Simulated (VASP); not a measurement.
# Si64Au (a cell with a defect) in VASP: single point with r2SCAN

Aim: the single point of Si64Au (a cell with a defect) with r2SCAN.

Everything below comes from runs of VASP 6.6.1. Logs are shortened: lines on timing, memory, paths and dates and some standing lists are left out, and cuts for length are marked.

### 1 The cell of the first run

The cell holds a defect, 65 atoms: a = 10.866 Å, b = 10.866 Å, c = 10.866 Å, α = 90.00°, β = 90.00°, γ = 90.00°.

### 2 Single point, r2SCAN

POSCAR reads:

```
Si64Au
1.0
   10.8655790000      0.0000000000      0.0000000000
    0.0000000000     10.8655790000      0.0000000000
    0.0000000000      0.0000000000     10.8655790000
Si Au
64 1
Direct
    0.9995000000      0.9965500000      0.9965000000
    0.0007100000      0.9991600000      0.4990300000
    0.0007200000      0.4991100000      0.9991300000
    0.9979700000      0.4972000000      0.4971700000
    0.5015000000      0.0004400000      0.0003700000
    0.5004600000      0.9970600000      0.4978800000
    0.5004500000      0.4979500000      0.9970000000
    0.5177200000      0.5069300000      0.5069800000
    0.1287300000      0.1190000000      0.1189300000
    0.1174400000      0.1222500000      0.6328500000
    0.1174500000      0.6329600000      0.1222000000
    0.1302300000      0.6194100000      0.6193300000
    0.6217200000      0.1279500000      0.1279000000
    0.6305400000      0.1192800000      0.6202100000
    0.6305400000      0.6202800000      0.1191900000
    0.6306700000      0.6343600000      0.6343400000
    0.2518100000      0.2475200000      0.9964300000
    0.2414800000      0.2341900000      0.5014800000
    0.2497300000      0.7504000000      0.9989700000
    0.2525700000      0.7516700000      0.4980300000
    0.7476400000      0.2487600000      0.0003800000
    0.7528800000      0.2482200000      0.4975700000
    0.7535000000      0.7484600000      0.9964700000
    0.7513100000      0.7509200000      0.4995000000
    0.3740800000      0.3746000000      0.1208800000
    0.3851200000      0.3712100000      0.6384000000
    0.3770100000      0.8737300000      0.1221700000
    0.3748600000      0.8762100000      0.6250100000
    0.8754000000      0.3732000000      0.1217000000
    0.8738100000      0.3750900000      0.6243700000
    0.8731800000      0.8762000000      0.1241000000
    0.8790900000      0.8723400000      0.6238400000
    0.2518000000      0.9965400000      0.2474700000
    0.2497200000      0.9990400000      0.7503200000
    0.2413000000      0.5013400000      0.2339600000
    0.2525300000      0.4980600000      0.7515700000
    0.7476200000      0.0004000000      0.2486800000
    0.7534800000      0.9965400000      0.7484000000
    0.7528500000      0.4976500000      0.2481700000
    0.7513400000      0.4995500000      0.7508900000
    0.3740700000      0.1209800000      0.3746000000
    0.3770100000      0.1222300000      0.8736100000
    0.3853400000      0.6386000000      0.3713200000
    0.3748400000      0.6250400000      0.8761300000
    0.8753800000      0.1217100000      0.3731000000
    0.8731600000      0.1241400000      0.8761500000
    0.8738100000      0.6244000000      0.3750600000
    0.8791000000      0.6238800000      0.8722900000
    0.9959700000      0.2384300000      0.2384000000
    0.9960100000      0.2524500000      0.7534400000
    0.9960000000      0.7534900000      0.2524300000
    0.0048900000      0.7448000000      0.7447500000
    0.4963200000      0.2533400000      0.2533000000
    0.5091300000      0.2398800000      0.7504100000
    0.5091300000      0.7504900000      0.2397600000
    0.4978100000      0.7537500000      0.7537100000
    0.1091800000      0.3657100000      0.3657600000
    0.1263100000      0.3746700000      0.8755300000
    0.1263300000      0.8755800000      0.3746000000
    0.1253400000      0.8722000000      0.8721500000
    0.6288400000      0.3754400000      0.3754000000
    0.6261100000      0.3735400000      0.8734400000
    0.6261000000      0.8734800000      0.3734600000
    0.6272800000      0.8760700000      0.8760000000
    0.3137600000      0.4362300000      0.4358400000
```

INCAR.step1 reads:

```
PREC     = Accurate       # precision mode
ENCUT    = 440            # plane-wave cutoff, eV
ISMEAR   = -1             # smearing method
SIGMA    = 0.05           # smearing width, eV
LREAL    = Auto         
LASPH    = True           # aspherical terms in the spheres
NELM     = 120            # most SCF steps
NBANDS   = 172            # bands
NELECT   = 266.0        
ISYM     = 0            
GGA      = PE             # functional
ALGO     = Normal         # electronic algorithm
EDIFF    = 1E-5           # SCF threshold, eV
LWAVE    = True           # write WAVECAR
LCHARG   = False          # write CHGCAR
GGA_COMPAT= False
```

INCAR.step2 reads:

```
PREC     = Accurate       # precision mode
ENCUT    = 440            # plane-wave cutoff, eV
EDIFF    = 1E-6           # SCF threshold, eV
ISMEAR   = -1             # smearing method
SIGMA    = 0.05           # smearing width, eV
LREAL    = Auto         
LASPH    = True           # aspherical terms in the spheres
NELM     = 120            # most SCF steps
ALGO     = Normal         # electronic algorithm
ISIF     = 2              # what is computed and relaxed
LWAVE    = False          # write WAVECAR
LCHARG   = False          # write CHGCAR
METAGGA  = R2SCAN         # meta-GGA
LMIXTAU  = True         
NBANDS   = 172            # bands
NELECT   = 266.0        
ISYM     = 0            
ISTART   = 1            
GGA_COMPAT= False
```

KPOINTS reads:

```
Automatic mesh
0
Gamma
  1 1 1
  0.25 0.25 0.25
```

Potentials or basis: VASP PAW PBE potentials, release 64 (Si, Au).

Command:

```bash
cat potpaw_PBE.64/Si/POTCAR potpaw_PBE.64/Au/POTCAR > POTCAR
cp INCAR.step1 INCAR
mpirun -np 1 vasp_std > vasp.out
cp INCAR.step2 INCAR
mpirun -np 1 vasp_std > vasp.out
```

OUTCAR:

```text
PREC = Accurate
   ENCUT = 440
   EDIFF = 1E-6
   ISMEAR = -1
   LREAL = Auto
   LASPH = True
   NELM = 120
   ISIF = 2
   METAGGA = R2SCAN
   NELECT = 266.0
   ISYM = 0
   ISTART = 1

 ion  position               nearest neighbor table
   1  0.999  0.997  0.996-   9 2.35  31 2.35  46 2.35  60 2.35
   2  0.001  0.999  0.499-  32 2.34  59 2.34  45 2.35  10 2.35
   3  0.001  0.499  0.999-  48 2.34  58 2.34  29 2.35  11 2.35
   4  0.998  0.497  0.497-  30 2.34  47 2.34  57 2.35  12 2.36
   5  0.502  0.000  0.000-  27 2.34  42 2.34  64 2.35  13 2.35
   6  0.500  0.997  0.498-  41 2.34  63 2.34  28 2.34  14 2.35
   7  0.500  0.498  0.997-  25 2.34  62 2.34  44 2.34  15 2.35
   8  0.518  0.507  0.507-  16 2.31  61 2.35  65 2.47  43 2.51  26 2.51
   9  0.129  0.119  0.119-  49 2.33  33 2.35  17 2.35   1 2.35
  10  0.117  0.122  0.633-  18 2.31  50 2.34  34 2.34   2 2.35
  11  0.117  0.633  0.122-  35 2.31  51 2.34  19 2.34   3 2.35
  12  0.130  0.619  0.619-  52 2.36  36 2.36  20 2.36   4 2.36
  13  0.622  0.128  0.128-  37 2.35  21 2.35   5 2.35  53 2.36
  14  0.631  0.119  0.620-  54 2.34  38 2.35  22 2.35   6 2.35
  15  0.631  0.620  0.119-  55 2.34  23 2.35  39 2.35   7 2.35
  16  0.631  0.634  0.634-   8 2.31  56 2.33  40 2.34  24 2.34
  17  0.252  0.248  0.996-  42 2.34  58 2.34  25 2.35   9 2.35
[... 32 lines left out ...]
  50  0.996  0.252  0.753-  10 2.34  46 2.35  30 2.35  58 2.35
  51  0.996  0.753  0.252-  11 2.34  31 2.35  47 2.35  59 2.35
  52  0.005  0.745  0.745-  48 2.35  32 2.35  60 2.35  12 2.36
  53  0.496  0.253  0.253-  13 2.36  41 2.36  25 2.36  61 2.37
  54  0.509  0.240  0.750-  26 2.31  14 2.34  42 2.34  62 2.35
  55  0.509  0.750  0.240-  43 2.31  15 2.34  27 2.34  63 2.35
  56  0.498  0.754  0.754-  16 2.33  44 2.35  28 2.35  64 2.35
  57  0.109  0.366  0.366-  49 2.31   4 2.35  65 2.47  18 2.51  35 2.51
  58  0.126  0.375  0.876-  36 2.34  17 2.34   3 2.34  50 2.35
  59  0.126  0.876  0.375-  20 2.34   2 2.34  33 2.34  51 2.35
  60  0.125  0.872  0.872-  19 2.34  34 2.34   1 2.35  52 2.35
  61  0.629  0.375  0.375-  22 2.34  39 2.34   8 2.35  53 2.37
  62  0.626  0.374  0.873-  21 2.34   7 2.34  40 2.35  54 2.35
  63  0.626  0.873  0.373-  37 2.34   6 2.34  24 2.35  55 2.35
  64  0.627  0.876  0.876-  56 2.35  38 2.35  23 2.35   5 2.35
  65  0.314  0.436  0.436-  43 2.44  35 2.44  26 2.44  18 2.44   8 2.47  57 2.47

IMPORTANT INFORMATION: All symmetrisations will be switched off!
NOSYMM: (Re-)initialisation of all symmetry stuff for point group C_1.

----------------------------------------------------------------------------------------

                                     Primitive cell

  volume of cell :    1282.7990

  direct lattice vectors                    reciprocal lattice vectors
    10.865579000  0.000000000  0.000000000     0.092033752  0.000000000  0.000000000
[... 200 lines left out ...]
   TEBEG  =    0.0;   TEEND  =   0.0 temperature during run
   PSTRESS=    0.0 pullay stress
   NELECT =     266.0000    total number of electrons
   NUPDOWN=      -1.0000    fix difference up-down
   EMIN   =  10.00;   EMAX   =-10.00  energy-range for DOS
   EFERMI =   0.00;   METHOD = LEGACY
   ISMEAR =    -1;   SIGMA  =   0.05  broadening in eV -4-tet -1-fermi 0-gaus
   EFERMI_NEDOS =   21; number of points for ismear=-14 and -15
   IALGO  =     38    algorithm
   IMIX   =      4    mixing-type and parameters
     AMIX     =   0.40;   BMIX     =  1.00
     AMIX_MAG =   1.60;   BMIX_MAG =  1.00
  volume/ion in A,a.u.               =      19.74       133.18
  Fermi-wavevector in a.u.,A,eV,Ry     =   0.968982  1.831111 12.774873  0.938927
  Thomas-Fermi vector in A             =   2.098997
   LORBIT       =      0    0 simple, 1 ext, 2 COOP (PROOUT), +10 PAW based schemes
   METAGGA = R2SCAN    functional components
   LHFCALC =     F    Hartree Fock is set to
   AEXX    =    0.0000 exact exchange contribution
   IVDW    =     0    specifies the selected vdW correction
   LEPSILON=     F    determine dielectric tensor
   LRPA    =     F    only Hartree local field effects (RPA)
 non-spin polarized calculation
  energy-cutoff  :      440.00
  volume of cell :     1282.80
 maximum number of plane-waves:     26886
 NGX is ok and might be reduce to    80
   NGX = 37   NGY = 37   NGZ = 37

 number of electron     266.0000000 magnetization

 Free energy of the ion-electron system (eV)
  ---------------------------------------------------
  ext. energy  EPLUGINS =         0.00000000
  ---------------------------------------------------
  free energy    TOTEN  =      -615.81461423 eV

  energy without entropy =     -615.81449395  energy(sigma->0) =     -615.81455409

 E-fermi :   6.2743     XC(G=0):  -9.9428

 val. band max:        5.8198267445   @ k =  -0.2500   0.2500   0.2500
 cond. band min:       6.7018566347   @ k =  -0.2500   0.2500   0.2500
 fundamental gap:      0.8820298902
 Fermi energy:         6.2743457970

 k-point     1 :       0.2500    0.2500    0.2500
  band No.  band energies     occupation
      1      -6.5470      2.00000
      2      -6.0815      2.00000
      3      -5.8761      2.00000
      4      -5.8606      2.00000
      5      -5.4586      2.00000
      6      -5.3497      2.00000
[... 581 lines left out ...]
    144       8.0586      0.00000
    145       8.1013      0.00000
 [bands above 145 left out]

------------------------ aborting loop because EDIFF is reached ----------------------------------------

  FORCE on cell =-STRESS in cart. coord.  units (eV):
  Direction    XX          YY          ZZ          XY          YZ          ZX
  --------------------------------------------------------------------------------------
  -------------------------------------------------------------------------------------
  Total        3.4039103      3.8447928      3.8429637      0.6106688     -1.2516241      0.6068856
  in kB        4.2513814      4.8020304      4.7997458      0.7627069     -1.5632407      0.7579818
  external PRESSURE =       4.6177192 kB  Pullay stress =       0.0000000 kB

 VOLUME and BASIS-vectors are now :
 -----------------------------------------------------------------------------
  energy-cutoff  :      440.00
  volume of cell :     1282.80
      direct lattice vectors                 reciprocal lattice vectors
    10.865579000  0.000000000  0.000000000     0.092033752  0.000000000  0.000000000
     0.000000000 10.865579000  0.000000000     0.000000000  0.092033752  0.000000000
     0.000000000  0.000000000 10.865579000     0.000000000  0.000000000  0.092033752

 POSITION                                       TOTAL-FORCE (eV/Angst)
 -----------------------------------------------------------------------------------
     10.86015     10.82809     10.82755         0.057613      0.020160      0.019242
      0.00771     10.85645      5.42225         0.005523      0.010232      0.058293
      0.00782      5.42312     10.85613         0.006316      0.059401      0.009232
     10.84352      5.40237      5.40204         0.015124      0.002416      0.002150
      5.44909      0.00478      0.00402         0.039954      0.045383      0.042282
      5.43779     10.83363      5.40975         0.044356      0.023766      0.022398
[... 57 lines left out ...]
      6.81576      9.51901      9.51825        -0.062261     -0.017413     -0.015141
      3.40918      4.73989      4.73565        -0.004920     -0.002270      0.005136
 -----------------------------------------------------------------------------------
    total drift:                                0.011825      0.004348      0.005854

  FREE ENERGIE OF THE ION-ELECTRON SYSTEM (eV)
  ---------------------------------------------------
  free  energy   TOTEN  =      -615.8146142325 eV

  energy  without entropy=     -615.8144939532  energy(sigma->0) =     -615.81455409
```

It took 1.9 h on 1 thread of Intel Xeon 8259CL, shared host; peak memory 1.3 GiB.

What came out:

```yaml
Free_energy: -615.8146 eV
Largest_force: 0.140 eV/Å
```

Forces on the atoms (eV/Å):
```
Si   0.058  0.020  0.019
Si   0.006  0.010  0.058
Si   0.006  0.059  0.009
Si   0.015  0.002  0.002
Si   0.040  0.045  0.042
Si   0.044  0.024  0.022
Si   0.044  0.021  0.023
Si  -0.011 -0.036 -0.039
Si  -0.044 -0.022 -0.023
Si   0.020  0.001 -0.049
Si   0.019 -0.049  0.000
Si  -0.034  0.016  0.016
Si  -0.013 -0.049 -0.050
Si  -0.042 -0.007  0.001
Si  -0.042  0.001 -0.006
Si  -0.063 -0.088 -0.087
Si   0.030  0.021  0.024
Si   0.086  0.026  0.074
Si   0.023  0.021  0.021
Si   0.004  0.041  0.037
Si   0.026  0.050  0.008
Si   0.017  0.021  0.034
Si   0.014  0.036  0.047
Si   0.033  0.033  0.041
Si  -0.004 -0.038 -0.039
Si  -0.084 -0.072 -0.024
Si  -0.025 -0.025 -0.018
Si  -0.028 -0.022 -0.021
Si  -0.032 -0.040 -0.029
Si  -0.017 -0.033 -0.025
Si  -0.014 -0.049 -0.035
Si  -0.030 -0.010 -0.051
Si   0.030  0.024  0.023
Si   0.022  0.019  0.022
Si   0.087  0.077  0.029
Si   0.005  0.037  0.040
Si   0.026  0.009  0.051
Si   0.014  0.047  0.034
Si   0.017  0.033  0.023
Si   0.032  0.040  0.032
Si  -0.005 -0.038 -0.038
Si  -0.023 -0.018 -0.022
Si  -0.085 -0.026 -0.074
Si  -0.029 -0.020 -0.022
Si  -0.032 -0.029 -0.038
Si  -0.013 -0.033 -0.047
Si  -0.018 -0.024 -0.034
Si  -0.028 -0.050 -0.010
Si   0.070  0.086  0.086
Si   0.046 -0.006  0.005
Si   0.047  0.004 -0.006
Si   0.018  0.044  0.044
Si   0.041 -0.018 -0.018
Si  -0.018  0.045 -0.001
Si  -0.017 -0.001  0.045
Si   0.045  0.020  0.020
Si   0.007  0.034  0.030
Si  -0.045 -0.020 -0.021
Si  -0.045 -0.020 -0.019
Si  -0.041 -0.039 -0.041
Si  -0.023  0.001 -0.001
Si  -0.010 -0.059 -0.009
Si  -0.010 -0.009 -0.058
Si  -0.062 -0.017 -0.015
Au  -0.005 -0.002  0.005
```

Caveat: the cell carries a net charge on a neutralising background, which shifts energy and pressure; the cell is charged against a uniform background, so pressure and absolute levels hang on convention; the PAW data sets were made with another functional, which shifts forces and pressure a little; spin-orbit coupling is left out, which moves the levels of the heavy elements.
